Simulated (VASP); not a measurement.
# Mg2I: single point with PBE

Crystal: Mg2I.

```
Mg I
1.0
     0.00000    3.39302    3.39302
     3.39302    0.00000    3.39302
     3.39302    3.39302    0.00000
Mg I
2 1
Cartesian
  1.6965 1.6965 1.6965
  5.0895 5.0895 5.0895
  0.0000 0.0000 0.0000
```

```
Program                : VASP 6.6.1
Task                   : single point
Functional             : PBE
Potentials or basis    : VASP PAW PBE potentials, release 64 (Mg, I)
Cutoff                 : 520 eV
k mesh                 : 6 × 6 × 6
Occupations            : gaussian, width 0.1 eV
Spin                   : no spin polarisation
Dipole correction      : no
Further INCAR settings : ALGO = Normal; EDIFF = 1e-06; NBANDS = 12
```

* Pressure: 9.9 GPa
* Band gap on the k mesh: zero (an odd number of electrons rules out a gap without spin polarisation)

Levels at points of the mesh, in eV from the Fermi level:
```tsv
k point	band 2	band 3	band 4	band 5	band 6	band 7	band 8	band 9
(0.00, 0.00, 0.00)	-5.18	-5.18	-5.18	-3.07	0.71	0.71	0.71	3.23
(0.50, 0.00, 0.00)	-7.44	-5.47	-5.47	-1.92	0.88	0.88	2.15	3.60
(0.50, 0.50, 0.00)	-7.34	-5.98	-5.98	-1.39	-1.39	3.00	4.03	4.03
```

Wall time 6.4 s on 1 thread of Intel(R) Xeon(R) 6975P-C (Granite Rapids), on a shared host, peak memory 0.2 GiB.

Caveat: the cell stands under pressure; spin-orbit coupling is left out, which moves the levels of the heavy elements; an odd number of electrons without spin polarisation forces a metal; a magnetic or distorted state may lie lower.
